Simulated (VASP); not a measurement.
# TiZn3N3 (P-62m) in VASP: notebook, part 2 of 2

VASP 6.6.1. Earlier steps stand in the parts before.

### 3 Relaxation of cell and atoms, PBE, collinear spin

This run uses another cell than the first one, of 13.79 Å³/atom.

The input, INCAR:

```
SYSTEM = TiZn3N3
PREC = Accurate
ENCUT = 600
EDIFF = 1E-6
ISMEAR = 0
SIGMA = 0.15
LREAL = .False.
LASPH = .True.
NELM = 150
ALGO = Normal
ISIF = 3
LWAVE = .False.
LCHARG = .False.
ISPIN = 2
MAGMOM = 1 0 0 0 0 0 0
LORBIT = 11
LMAXMIX = 4
GGA = PE
IBRION = 2
NSW = 36
EDIFFG = -0.08
```

The input, KPOINTS:

```
Automatic mesh
0
Gamma
  3 3 3
  0 0 0
```

The input, POSCAR:

```
TiZn3N3
1.0
    5.1393404200      0.0000000000      0.0000000000
   -2.5696702100      4.4507993600      0.0000000000
    0.0000000000      0.0000000000      4.2199846100
Ti Zn N
1 3 3
Direct
    0.0000000000      0.0000000000      0.0000000000
    0.0000000000      0.0000000000      0.5000000000
    0.3333333300      0.6666666700      0.0000000000
    0.6666666700      0.3333333300      0.0000000000
    0.5390446700      0.0000000000      0.0000000000
    0.0000000000      0.5390446700      0.0000000000
    0.4609553300      0.4609553300      0.0000000000
```

Potentials or basis: VASP PAW PBE potentials, release 64 (Ti_sv, Zn, N).

Command:

```console
$ cat potpaw_PBE.64/Ti_sv/POTCAR potpaw_PBE.64/Zn/POTCAR potpaw_PBE.64/N/POTCAR > POTCAR
$ mpirun -np 1 vasp_std > vasp.out
```

OUTCAR:

```text
SYSTEM = TiZn3N3
   PREC = Accurate
   ENCUT = 600
   EDIFF = 1E-6
   ISMEAR = 0
   LREAL = .False.
   LASPH = .True.
   NELM = 150
   ISIF = 3
   ISPIN = 2
   LORBIT = 11
   GGA = PE
   IBRION = 2
   NSW = 36
   EDIFFG = -0.08

 ion  position               nearest neighbor table
   1  0.000  0.000  0.000-   2 2.11   2 2.11   4 2.97   3 2.97   3 2.97   4 2.97   4 2.97   3 2.97

   2  0.000  0.000  0.500-   1 2.11   1 2.11
   3  0.333  0.667  0.000-   6 1.50   5 1.50   7 1.50   4 2.97   1 2.97   4 2.97   1 2.97   1 2.97
                             4 2.97
   4  0.667  0.333  0.000-   5 1.50   6 1.50   7 1.50   3 2.97   1 2.97   3 2.97   1 2.97   1 2.97
                             3 2.97
   5  0.539  0.000  0.000-   4 1.50   3 1.50
   6  0.000  0.539  0.000-   3 1.50   4 1.50
   7  0.461  0.461  0.000-   3 1.50   4 1.50

  LATTYP: Found a hexagonal cell.
 ALAT       =     5.1393404200
 C/A-ratio  =     0.8211140468

  Lattice vectors:

 A1 = (   5.1393404200,   0.0000000000,   0.0000000000)
 A2 = (  -2.5696702100,   4.4507993600,   0.0000000000)
 A3 = (   0.0000000000,   0.0000000000,   4.2199846100)

Analysis of symmetry for initial positions (statically):
=====================================================================
 Subroutine PRICEL returns:
 Original cell was already a primitive cell.

 Routine SETGRP: Setting up the symmetry group for a
 hexagonal supercell.

 Subroutine GETGRP returns: Found 12 space group operations
 (whereof 12 operations were pure point group operations)
 out of a pool of 24 trial point group operations.

The static configuration has the point symmetry D_3h.

Analysis of symmetry for dynamics (positions and initial velocities):
=====================================================================
 Subroutine PRICEL returns:
 Original cell was already a primitive cell.

 Routine SETGRP: Setting up the symmetry group for a
 hexagonal supercell.

 Subroutine GETGRP returns: Found 12 space group operations
 (whereof 12 operations were pure point group operations)
 out of a pool of 24 trial point group operations.

The dynamic configuration has the point symmetry D_3h.

Analysis of structural, dynamic, and magnetic symmetry:
=====================================================================
 Subroutine PRICEL returns:
 Original cell was already a primitive cell.

 Routine SETGRP: Setting up the symmetry group for a
 hexagonal supercell.

 Subroutine GETGRP returns: Found 12 space group operations
 (whereof 12 operations were pure point group operations)
 out of a pool of 24 trial point group operations.

The overall configuration has the point symmetry D_3h.

 Subroutine INISYM returns: Found 12 space group operations
 (whereof 12 operations are pure point group operations),
 and found     1 'primitive' translations

----------------------------------------------------------------------------------------

                                     Primitive cell

  volume of cell :      96.5287

  direct lattice vectors                    reciprocal lattice vectors
     5.139340420  0.000000000  0.000000000     0.194577498  0.112339371  0.000000000
    -2.569670210  4.450799360  0.000000000     0.000000000  0.224678742  0.000000000
     0.000000000  0.000000000  4.219984610     0.000000000  0.000000000  0.236967689

  length of vectors
[... 53 lines left out ...]
  0.333333  0.000000  0.333333     12.000000
  0.333333  0.333333  0.333333      4.000000
   k-points           NKPTS =      6   k-points in BZ     NKDIM =      6   number of bands    NBANDS=     38
   number of dos      NEDOS =    301   number of ions     NIONS =      7
   total plane-waves  NPLWV =  63504
   dimension x,y,z NGX =    42 NGY =   42 NGZ =   36
   dimension x,y,z NGXF=    84 NGYF=   84 NGZF=   72
   ions per type =               1   3   3
   NGX,Y,Z   is equivalent  to a cutoff of  13.59, 13.59, 14.18 a.u.
   NGXF,Y,Z  is equivalent  to a cutoff of  27.17, 27.17, 28.36 a.u.
 SYSTEM =  TiZn3N3
   PREC   = accura    normal or accurate (medium, high low for compatibility)
   ISTART =      0    job   : 0-new  1-cont  2-samecut
   ICHARG =      2    charge: 1-file 2-atom 10-const
   ISPIN  =      2    spin polarized calculation?
   LNONCOLLINEAR =      F non collinear calculations
   LSORBIT =      F    spin-orbit coupling
   LASPH  =      T    aspherical Exc in radial PAW
   ENCUT  =  600.0 eV  44.10 Ry    6.64 a.u.  10.26 10.26  8.43*2*pi/ulx,y,z
   NELM   =    150;   NELMIN=  2; NELMDL= -5     # of ELM steps
   EDIFF  = 0.1E-05   stopping-criterion for ELM
   LREAL  =      F    real-space projection
   EDIFFG = -.8E-01   stopping-criterion for IOM
   NSW    =     36    number of steps for IOM
   IBRION =      2    ionic relax: 0-MD 1-quasi-New 2-CG
   NFREE  =      1    steps in history (QN), initial steepest desc. (CG)
   ISIF   =      3    stress and relaxation
   ISYM   =      2    0-nonsym 1-usesym 2-fastsym
   POTIM  = 0.5000    time-step for ionic-motion
   TEBEG  =    0.0;   TEEND  =   0.0 temperature during run
   PSTRESS=    0.0 pullay stress
   NELECT =      63.0000    total number of electrons
   NUPDOWN=      -1.0000    fix difference up-down
   EMIN   =  10.00;   EMAX   =-10.00  energy-range for DOS
   EFERMI =   0.00;   METHOD = LEGACY
   ISMEAR =     0;   SIGMA  =   0.15  broadening in eV -4-tet -1-fermi 0-gaus
   EFERMI_NEDOS =   21; number of points for ismear=-14 and -15
   IALGO  =     38    algorithm
   IMIX   =      4    mixing-type and parameters
     AMIX     =   0.40;   BMIX     =  1.00
     AMIX_MAG =   1.60;   BMIX_MAG =  1.00
  volume/ion in A,a.u.               =      13.79        93.06
  Fermi-wavevector in a.u.,A,eV,Ry     =   1.420048  2.683501 27.436630  2.016535
  Thomas-Fermi vector in A             =   2.541004
   LORBIT       =     11    0 simple, 1 ext, 2 COOP (PROOUT), +10 PAW based schemes
   GGA     = PE    functional components
   LHFCALC =     F    Hartree Fock is set to
   AEXX    =    0.0000 exact exchange contribution
   IVDW    =     0    specifies the selected vdW correction
   LEPSILON=     F    determine dielectric tensor
   LRPA    =     F    only Hartree local field effects (RPA)
 conjugate gradient relaxation of ions
 spin polarized calculation
 Gauss-broadening in eV      SIGMA  =   0.15
  energy-cutoff  :      600.00
  volume of cell :       96.53
 maximum number of plane-waves:      3228
 NGX is ok and might be reduce to    42
   NGX = 21   NGY = 21   NGZ = 17

--------------------------------------- Ionic step        1  -------------------------------------------

 number of electron      63.0000028 magnetization      -0.0002670

 number of electron      63.0000028 magnetization       0.0004509

 Free energy of the ion-electron system (eV)
  ---------------------------------------------------
  ext. energy  EPLUGINS =         0.00000000
  ---------------------------------------------------
  free energy    TOTEN  =       -14.10613982 eV

  energy without entropy =      -14.04134882  energy(sigma->0) =      -14.07374432

 E-fermi :   3.5171     XC(G=0): -10.2347

 val. band max:        3.4887281876   @ k =   0.3333   0.0000   0.3333
 cond. band min:       3.6868351899   @ k =   0.3333   0.3333   0.3333
 fundamental gap:      0.1981070022
 Fermi energy:         3.5171175618
[... 1120 lines left out ...]
     37       1.6598      0.00000
     38       4.2321      0.00000

[... ionic steps 4 to 15 ...]

--------------------------------------- Ionic step       16  -------------------------------------------

 number of electron      63.0000019 magnetization       0.0057997

------------------------ aborting loop because EDIFF is reached ----------------------------------------
[... 77 lines left out ...]
--------------------------------------- Ionic step       18  -------------------------------------------

 number of electron      63.0000025 magnetization       0.0145051

 Free energy of the ion-electron system (eV)
  ---------------------------------------------------
  ext. energy  EPLUGINS =         0.00000000
  ---------------------------------------------------
  free energy    TOTEN  =       -35.16210927 eV

  energy without entropy =      -35.06896390  energy(sigma->0) =      -35.11553658

 E-fermi :  -0.4281     XC(G=0):  -8.0956

 val. band max:       -0.4538886588   @ k =   0.3333   0.0000   0.3333
 cond. band min:      -0.3129010607   @ k =   0.3333   0.3333   0.3333
 fundamental gap:      0.1409875981
 Fermi energy:        -0.4281429087
[... 529 lines left out ...]
  FREE ENERGIE OF THE ION-ELECTRON SYSTEM (eV)
  ---------------------------------------------------
  free  energy   TOTEN  =       -35.1621092651 eV

  energy  without entropy=      -35.0689639040  energy(sigma->0) =      -35.11553658

 reached required accuracy - stopping structural energy minimisation

 total charge

# of ion       s       p       d       tot
------------------------------------------
    1        2.256   6.249   2.100  10.605
    2        0.768   0.111   9.744  10.623
    3        0.571   0.530   9.806  10.907
    4        0.571   0.530   9.806  10.907
    5        1.274   2.375   0.000   3.649
    6        1.274   2.375   0.000   3.649
    7        1.274   2.375   0.000   3.649
--------------------------------------------------
tot          7.987  14.545  31.457  53.988

 magnetization (x)

# of ion       s       p       d       tot
------------------------------------------
    1        0.000   0.000   0.002   0.002
    2        0.000   0.000  -0.000   0.001
    3       -0.000   0.000   0.001   0.001
    4       -0.000   0.000   0.001   0.001
    5        0.000   0.002   0.000   0.002
    6        0.000   0.002   0.000   0.002
    7        0.000   0.002   0.000   0.002
--------------------------------------------------
tot          0.001   0.008   0.003   0.011
```

Wall time 22 min (1 thread of Intel Xeon Platinum 8488C (Sapphire Rapids), shared host); peak memory 0.33 GiB.

Results:

- Free energy: -35.1621 eV
- Relaxed volume: 21.24 Å³/atom
- Relaxed cell: a = 5.730 Å, b = 5.730 Å, c = 5.230 Å, α = 90.00°, β = 90.00°, γ = 120.00°
- Space group after relaxing (to 0.1 Å): P-62m (No. 189)
- Energy gained by relaxing: 3008.0 meV/atom
- Ionic steps: 18
- Pressure after relaxing: 0.1 GPa
- Largest force after relaxing: 0.019 eV/Å
- Net moment: 0.01 μB per cell
- Valence electrons inside the program's atomic spheres: Ti 10.61; Zn 10.62, 10.91 (each value once); N 3.65

Forces in eV/Å, atoms in the order of the input:
```
Ti   0.000  0.000  0.000
Zn   0.000  0.000  0.000
Zn   0.000  0.000  0.000
Zn   0.000  0.000  0.000
N    0.019  0.000  0.000
N   -0.010  0.017  0.000
N   -0.010 -0.017  0.000
```

The path:
```
step  energy change (eV)  largest force (eV/Å)  pressure (GPa)  volume (Å³)
   1              0.0000                6.1238           90.56        96.53
   2             -4.1597                0.7335          -13.20       246.11
   3            -12.7449                2.9123           -1.58       153.55
   4            -12.7980                3.1110           -0.20       150.05
   5            -12.8061                3.3668            1.75       145.81
   6            -15.6456                4.0654           -3.97       156.08
   7            -20.1330                0.4831           -5.99       183.01
   8            -20.0055                2.2078           -7.37       178.80
   9            -20.1289                1.4739           -6.80       180.86
  10            -18.0902                7.8600           15.99       150.17
  11            -20.4845                0.0432           -2.25       170.79
  12            -20.4862                0.1492           -1.96       170.32
  13            -20.8660                0.0124           -1.31       160.66
  14            -21.0414                0.1217           -0.50       151.95
  15            -21.0542                0.1786           -0.12       148.58
  16            -21.0546                0.1703           -0.16       149.06
  17            -21.0526                0.2224            0.58       148.17
  18            -21.0560                0.0192            0.14       148.71
```

Final structure:
```
Ti Zn N
1.0
     5.72979    0.00000    0.00000
    -2.86490    4.96215    0.00000
     0.00000    0.00000    5.23032
Ti Zn N
1 3 3
Direct
  0.00000 0.00000 0.00000
  0.00000 0.00000 0.50000
  0.33333 0.66667 0.00000
  0.66667 0.33333 0.00000
  0.67508 0.00000 0.00000
  0.00000 0.67508 0.00000
  0.32492 0.32492 0.00000
```

Levels at points of the mesh, in eV from the Fermi level:
Spin up:
```
           k point  band 28  band 29  band 30  band 31  band 32  band 33  band 34  band 35  band 36  band 37
(0.00, 0.00, 0.00)    -1.74    -0.65    -0.65    -0.58    -0.58     3.41     3.97     3.97     4.50     4.50
```
Spin down:
| k point | band 29 | band 30 | band 31 | band 32 | band 33 | band 34 | band 35 | band 36 |
| --- | --- | --- | --- | --- | --- | --- | --- | --- |
| (0.00, 0.00, 0.00) | -0.64 | -0.64 | -0.58 | -0.58 | 3.42 | 3.97 | 3.97 | 4.50 |

Caveat: the k points lie up to 0.42 Å⁻¹ apart in the final cell; the volume moved by over 15 % at a fixed basis, so the end points are rough.
